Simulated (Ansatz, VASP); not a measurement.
# One calculation of Mg, two programs

```
CELL_PARAMETERS angstrom
3.17683 0.00000 0.00000
-1.58841 2.75121 0.00000
0.00000 0.00000 10.31886
ATOMIC_POSITIONS crystal
Mg 0.66667 0.33333 0.75000
Mg 0.00000 0.00000 0.50000
Mg 0.33333 0.66667 0.25000
Mg 0.00000 0.00000 0.00000
```

Alike in both runs: task relaxation of cell and atoms; functional BLYP; k mesh 10 × 10 × 3; occupations fermi-dirac, width 0.05 eV; no spin polarisation.

```csv
,VASP,Ansatz
version,VASP 6.6.1,Ansatz 0.2.0
potentials or method,"VASP PAW PBE potentials, release 64 (Mg)",Ansatz PAW
plane-wave cutoff (eV),600,420
valence electrons in the cell,8,40
```

|  | VASP | Ansatz | Ansatz less VASP |
| --- | --- | --- | --- |
| relaxed volume (Å³/atom) | 23.62 | 23.66 | +0.047 |
| relaxed cell length with the largest relative difference (Å) | 10.623 | 10.637 | +0.0141 |

VASP's potentials were made for PBE, not for BLYP. VASP's potentials hold 8 valence electrons a cell and Ansatz's 40, so a difference there can come from the potentials and not from the codes.

Noted on Ansatz's run: the plane-wave basis is chosen anew once the cell has moved, so the energies of steps on either side of that aren't comparable.
